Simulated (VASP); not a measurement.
# TiO2 (R-3m) in VASP: single point with PBE+D3(BJ)

Aim: the single point of TiO2 with PBE+D3(BJ).

Everything below comes from runs of VASP 6.6.1. Logs are shortened: lines on timing, memory, paths and dates and some standing lists are left out, and cuts for length are marked.

### 1 The cell of the first run

Symmetry: R-3m, No. 166, trigonal system. The conventional cell has a = 2.972 Å, b = 2.972 Å, c = 14.608 Å, α = 90.00°, β = 90.00°, γ = 120.00°. Ti (site symmetry -3m) has 6 O at 1.97 Å within 2.6 Å. Within 2.6 Å of O (site symmetry 3m) lie 3 Ti at 1.97 Å and 3 O at 2.59 Å.

### 2 Single point, PBE+D3(BJ)

INCAR

```
  ALGO = Normal
  EDIFF = 1E-6
  ENCUT = 520
  GGA = PE
  ISIF = 2
  ISMEAR = 0
  IVDW = 12
  LASPH = T
  LCHARG = F
  LREAL = F
  LWAVE = F
  NBANDS = 19
  NELM = 100
  PREC = Accurate
  SIGMA = 0.05
```

KPOINTS

```
k-points
0
Gamma
  12 12 12
```

POSCAR

```
TiO2
1.0
    1.4862023484      0.8580593258      4.8692561771
   -1.4862023484      0.8580593258      4.8692561771
    0.0000000000     -1.7161186519      4.8692561770
Ti O
1 2
Direct
    0.0000000000      0.0000000000      0.0000000000
    0.6004139744      0.6004139744      0.6004139744
    0.3995860256      0.3995860256      0.3995860256
```

Potentials or basis: VASP PAW PBE potentials, release 64 (Ti_sv, O).

Command:

```console
$ cat potpaw_PBE.64/Ti_sv/POTCAR potpaw_PBE.64/O/POTCAR > POTCAR
$ mpirun -np 1 vasp_std > vasp.out
```

OUTCAR:

```text
EDIFF = 1E-6
   ENCUT = 520
   GGA = PE
   ISIF = 2
   ISMEAR = 0
   IVDW = 12
   LASPH = T
   LREAL = F
   NELM = 100
   PREC = Accurate
 IVDW          = 12

 ion  position               nearest neighbor table
   1  0.000  0.000  0.000-   2 1.97   3 1.97   2 1.97   2 1.97   3 1.97   3 1.97
   2  0.600  0.600  0.600-   1 1.97   1 1.97   1 1.97
   3  0.400  0.400  0.400-   1 1.97   1 1.97   1 1.97

  LATTYP: Found a trigonal (rhomboedric) cell.
 ALAT       =     5.1628208322
 COS(alpha) =     0.8342659381

  Lattice vectors:

 A1 = (   1.4862023484,   0.8580593258,   4.8692561771)
 A2 = (  -1.4862023484,   0.8580593258,   4.8692561771)
 A3 = (   0.0000000000,  -1.7161186519,   4.8692561770)

Analysis of symmetry for initial positions (statically):
=====================================================================
 Subroutine PRICEL returns:
 Original cell was already a primitive cell.

 Routine SETGRP: Setting up the symmetry group for a
 trigonal (rhombohedral) supercell.

 Subroutine GETGRP returns: Found 12 space group operations
 (whereof 12 operations were pure point group operations)
 out of a pool of 12 trial point group operations.

The static configuration has the point symmetry D_3d.

Analysis of symmetry for dynamics (positions and initial velocities):
=====================================================================
 Subroutine PRICEL returns:
 Original cell was already a primitive cell.

 Routine SETGRP: Setting up the symmetry group for a
 trigonal (rhombohedral) supercell.

 Subroutine GETGRP returns: Found 12 space group operations
 (whereof 12 operations were pure point group operations)
 out of a pool of 12 trial point group operations.

The dynamic configuration has the point symmetry D_3d.

 Subroutine INISYM returns: Found 12 space group operations
 (whereof 12 operations are pure point group operations),
 and found     1 'primitive' translations

----------------------------------------------------------------------------------------

                                     Primitive cell

  volume of cell :      37.2571

  direct lattice vectors                    reciprocal lattice vectors
     1.486202348  0.858059326  4.869256177     0.336427944  0.194236764  0.068456725
    -1.486202348  0.858059326  4.869256177    -0.336427944  0.194236764  0.068456725
     0.000000000 -1.716118652  4.869256177     0.000000000 -0.388473528  0.068456725

  length of vectors
     5.162820832  5.162820832  5.162820832     0.394459130  0.394459130  0.394459130

  position of ions in fractional coordinates (direct lattice)
     0.000000000  0.000000000  0.000000000
     0.600413974  0.600413974  0.600413974
     0.399586026  0.399586026  0.399586026

  ion indices of the primitive-cell ions
   primitive index   ion index
                 1           1
                 2           2
                 3           3

----------------------------------------------------------------------------------------

 KPOINTS: k-points

Automatic generation of k-mesh.
 Grid dimensions read from file:
 generate k-points for:   12   12   12

 Generating k-lattice:

  Cartesian coordinates                     Fractional coordinates (reciprocal lattice)
     0.028035662  0.016186397  0.005704727     0.083333333  0.000000000  0.000000000
    -0.028035662  0.016186397  0.005704727     0.000000000  0.083333333  0.000000000
     0.000000000 -0.032372794  0.005704727    -0.000000000 -0.000000000  0.083333333

  Length of vectors
     0.032871594  0.032871594  0.032871594

  Shift w.r.t. Gamma in fractional coordinates (k-lattice)
     0.000000000  0.000000000  0.000000000

 Subroutine IBZKPT returns following result:
 ===========================================

 Found    189 irreducible k-points:

 Following reciprocal coordinates:
            Coordinates               Weight
  0.000000  0.000000  0.000000      1.000000
  0.083333  0.000000  0.000000      6.000000
  0.166667  0.000000  0.000000      6.000000
  0.250000  0.000000  0.000000      6.000000
  0.333333  0.000000  0.000000      6.000000
  0.416667  0.000000  0.000000      6.000000
[... 16 lines left out ...]
  0.500000  0.166667  0.000000     12.000000
 -0.416667  0.166667 -0.000000     12.000000
 [... further k-points ...]
   k-points           NKPTS =    189   k-points in BZ     NKDIM =    189   number of bands    NBANDS=     19
   number of dos      NEDOS =    301   number of ions     NIONS =      3
   total plane-waves  NPLWV =  64000
   dimension x,y,z NGX =    40 NGY =   40 NGZ =   40
   dimension x,y,z NGXF=    80 NGYF=   80 NGZF=   80
   ions per type =               1   2
   NGX,Y,Z   is equivalent  to a cutoff of  12.88, 12.88, 12.88 a.u.
   NGXF,Y,Z  is equivalent  to a cutoff of  25.76, 25.76, 25.76 a.u.
 SYSTEM =  unknown system
   PREC   = accura    normal or accurate (medium, high low for compatibility)
   ISTART =      0    job   : 0-new  1-cont  2-samecut
   ICHARG =      2    charge: 1-file 2-atom 10-const
   ISPIN  =      1    spin polarized calculation?
   LNONCOLLINEAR =      F non collinear calculations
   LSORBIT =      F    spin-orbit coupling
   LASPH  =      T    aspherical Exc in radial PAW
   ENCUT  =  520.0 eV  38.22 Ry    6.18 a.u.   9.60  9.60  9.60*2*pi/ulx,y,z
   NELM   =    100;   NELMIN=  2; NELMDL= -5     # of ELM steps
   EDIFF  = 0.1E-05   stopping-criterion for ELM
   LREAL  =      F    real-space projection
   EDIFFG = 0.1E-04   stopping-criterion for IOM
   NSW    =      0    number of steps for IOM
   IBRION =     -1    ionic relax: 0-MD 1-quasi-New 2-CG
   NFREE  =      0    steps in history (QN), initial steepest desc. (CG)
   ISIF   =      2    stress and relaxation
   ISYM   =      2    0-nonsym 1-usesym 2-fastsym
   POTIM  = 0.5000    time-step for ionic-motion
   TEBEG  =    0.0;   TEEND  =   0.0 temperature during run
   PSTRESS=    0.0 pullay stress
   NELECT =      24.0000    total number of electrons
   NUPDOWN=      -1.0000    fix difference up-down
   EMIN   =  10.00;   EMAX   =-10.00  energy-range for DOS
   EFERMI =   0.00;   METHOD = LEGACY
   ISMEAR =     0;   SIGMA  =   0.05  broadening in eV -4-tet -1-fermi 0-gaus
   EFERMI_NEDOS =   21; number of points for ismear=-14 and -15
   IALGO  =     38    algorithm
   IMIX   =      4    mixing-type and parameters
     AMIX     =   0.40;   BMIX     =  1.00
     AMIX_MAG =   1.60;   BMIX_MAG =  1.00
  volume/ion in A,a.u.               =      12.42        83.81
  Fermi-wavevector in a.u.,A,eV,Ry     =   1.413868  2.671823 27.198356  1.999023
  Thomas-Fermi vector in A             =   2.535469
   LORBIT       =      0    0 simple, 1 ext, 2 COOP (PROOUT), +10 PAW based schemes
   GGA     = PE    functional components
   LHFCALC =     F    Hartree Fock is set to
   AEXX    =    0.0000 exact exchange contribution
   IVDW    =    12    specifies the selected vdW correction
   LEPSILON=     F    determine dielectric tensor
   LRPA    =     F    only Hartree local field effects (RPA)
 non-spin polarized calculation
 Gauss-broadening in eV      SIGMA  =   0.05
  energy-cutoff  :      520.00
  volume of cell :       37.26
 maximum number of plane-waves:      1033
   NGX = 19   NGY = 19   NGZ = 19

 number of electron      23.9999997 magnetization

 Free energy of the ion-electron system (eV)
  ---------------------------------------------------
  ext. energy  EPLUGINS =         0.00000000
  ---------------------------------------------------
  free energy    TOTEN  =       -26.45399386 eV

  energy without entropy =      -26.45399386  energy(sigma->0) =      -26.45399386

 E-fermi :   2.8365     XC(G=0): -10.0852

 val. band max:        2.4390235706   @ k =  -0.1667   0.0833  -0.0000
 cond. band min:       4.8774344960   @ k =   0.0000   0.0000   0.0000
 fundamental gap:      2.4384109254
 Fermi energy:         2.8365475867

 k-point     1 :       0.0000    0.0000    0.0000
  band No.  band energies     occupation
      1     -54.1602      2.00000
      2     -30.4303      2.00000
      3     -30.1368      2.00000
      4     -30.1368      2.00000
      5     -15.3623      2.00000
      6     -13.4573      2.00000
[... 11 lines left out ...]
     18       9.9663      0.00000
     19      13.9158      0.00000

 k-point     2 :       0.0833    0.0000    0.0000
  band No.  band energies     occupation
      1     -54.1552      2.00000
      2     -30.4213      2.00000
      3     -30.1796      2.00000
      4     -30.1447      2.00000
      5     -15.2686      2.00000
      6     -13.5085      2.00000
[... 11 lines left out ...]
     18      10.2444      0.00000
     19      14.2677      0.00000

 k-point     3 :       0.1667    0.0000    0.0000
  band No.  band energies     occupation
      1     -54.1413      2.00000
      2     -30.3972      2.00000
      3     -30.2944      2.00000
      4     -30.1664      2.00000
      5     -15.0131      2.00000
      6     -13.6435      2.00000
[... 11 lines left out ...]
     18      10.9670      0.00000
     19      15.1344      0.00000

 k-point     4 :       0.2500    0.0000    0.0000
  band No.  band energies     occupation
      1     -54.1224      2.00000
      2     -30.4525      2.00000
      3     -30.3590      2.00000
      4     -30.1960      2.00000
      5     -14.6742      2.00000
      6     -13.8066      2.00000
[... 11 lines left out ...]
     18      11.8818      0.00000
     19      16.1623      0.00000

 k-point     5 :       0.3333    0.0000    0.0000
  band No.  band energies     occupation
      1     -54.1033      2.00000
      2     -30.6016      2.00000
      3     -30.3254      2.00000
      4     -30.2253      2.00000
      5     -14.4069      2.00000
      6     -13.8816      2.00000
[... 11 lines left out ...]
     18      12.7819      0.00000
     19      16.6047      0.00000

 k-point     6 :       0.4167    0.0000    0.0000
  band No.  band energies     occupation
      1     -54.0894      2.00000
      2     -30.7090      2.00000
      3     -30.3000      2.00000
      4     -30.2467      2.00000
      5     -14.3658      2.00000
      6     -13.7693      2.00000
[... 11 lines left out ...]
     18      13.5798      0.00000
     19      15.6714      0.00000

 k-point     7 :       0.5000    0.0000    0.0000
  band No.  band energies     occupation
      1     -54.0842      2.00000
      2     -30.7479      2.00000
      3     -30.2905      2.00000
      4     -30.2545      2.00000
      5     -14.3842      2.00000
      6     -13.6915      2.00000
[... 11 lines left out ...]
     18      14.0857      0.00000
     19      15.0339      0.00000

 k-point     8 :       0.0833    0.0833    0.0000
  band No.  band energies     occupation
      1     -54.1552      2.00000
      2     -30.4213      2.00000
      3     -30.1796      2.00000
      4     -30.1447      2.00000
      5     -15.2667      2.00000
      6     -13.5112      2.00000
[... 256 lines left out ...]
 k-point    20 :       0.2500    0.1667    0.0000
  band No.  band energies     occupation
      1     -54.1293      2.00000
      2     -30.3896      2.00000
      3     -30.3712      2.00000
      4     -30.1928      2.00000
      5     -14.7876      2.00000
      6     -13.7601      2.00000
[... 11 lines left out ...]
     18      11.8741      0.00000
     19      15.5149      0.00000

 k-point    21 :       0.3333    0.1667    0.0000
  band No.  band energies     occupation
      1     -54.1129      2.00000
      2     -30.4941      2.00000
      3     -30.3482      2.00000
      4     -30.2397      2.00000
      5     -14.4831      2.00000
      6     -13.9041      2.00000
[... 11 lines left out ...]
     18      12.6686      0.00000
     19      16.1732      0.00000

 k-point    22 :       0.4167    0.1667    0.0000
  band No.  band energies     occupation
      1     -54.0964      2.00000
      2     -30.5953      2.00000
      3     -30.3263      2.00000
      4     -30.2865      2.00000
      5     -14.2022      2.00000
      6     -14.0120      2.00000
[... 11 lines left out ...]
     18      13.4346      0.00000
     19      16.6392      0.00000

 k-point    23 :       0.5000    0.1667    0.0000
  band No.  band energies     occupation
      1     -54.0842      2.00000
      2     -30.6663      2.00000
      3     -30.3429      2.00000
      4     -30.2898      2.00000
      5     -14.1947      2.00000
      6     -13.8840      2.00000
[... 11 lines left out ...]
     18      14.1872      0.00000
     19      16.1109      0.00000

 k-point    24 :      -0.4167    0.1667   -0.0000
  band No.  band energies     occupation
      1     -54.0798      2.00000
      2     -30.6918      2.00000
      3     -30.3563      2.00000
      4     -30.2838      2.00000
      5     -14.2293      2.00000
      6     -13.7972      2.00000
[... 11 lines left out ...]
     18      14.9962      0.00000
     19      15.2773      0.00000

 [... further k-points ...]

------------------------ aborting loop because EDIFF is reached ----------------------------------------

 Edisp (eV)   -0.59926

 E8    (eV) :    -0.2332

  FORCE on cell =-STRESS in cart. coord.  units (eV):
  Direction    XX          YY          ZZ          XY          YZ          ZX
  --------------------------------------------------------------------------------------
  -------------------------------------------------------------------------------------
  Total       0.19480     0.19480     0.05638     0.00000     0.00000     0.00000
  in kB       8.37719     8.37719     2.42470     0.00000     0.00000     0.00000
  external pressure =        6.39 kB  Pullay stress =        0.00 kB

 VOLUME and BASIS-vectors are now :
 -----------------------------------------------------------------------------
  energy-cutoff  :      520.00
  volume of cell :       37.26
      direct lattice vectors                 reciprocal lattice vectors
     1.486202348  0.858059326  4.869256177     0.336427944  0.194236764  0.068456725
    -1.486202348  0.858059326  4.869256177    -0.336427944  0.194236764  0.068456725
     0.000000000 -1.716118652  4.869256177     0.000000000 -0.388473528  0.068456725

 POSITION                                       TOTAL-FORCE (eV/Angst)
 -----------------------------------------------------------------------------------
      0.00000      0.00000      0.00000         0.000000     -0.000000     -0.000000
      0.00000     -0.00000      8.77071         0.000000      0.000000     -0.057861
      0.00000     -0.00000      5.83706         0.000000     -0.000000      0.057861
 -----------------------------------------------------------------------------------
    total drift:                               -0.000000     -0.000000     -0.000000

  FREE ENERGIE OF THE ION-ELECTRON SYSTEM (eV)
  ---------------------------------------------------
  free  energy   TOTEN  =       -27.0532508689 eV

  energy  without entropy=      -27.0532508689  energy(sigma->0) =      -27.05325087
```

It took 2 min on 1 thread of Intel Xeon 6975P-C (Granite Rapids), shared host; peak memory 0.32 GiB.

What came out:

| Property | Result |
| --- | --- |
| Free energy | -27.0533 eV |
| Pressure | 0.6 GPa |
| Largest force | 0.058 eV/Å |
| Band gap on the k mesh | 2.44 eV, indirect (least direct gap 2.80 eV) |
| Dispersion energy per atom | -0.200 eV |

Forces on the atoms (eV/Å):
```
Ti   0.000  0.000  0.000
O    0.000  0.000 -0.058
O    0.000  0.000  0.058
```

A k mesh can miss the band edges. As with any semilocal functional, this PBE gap is likely too small.
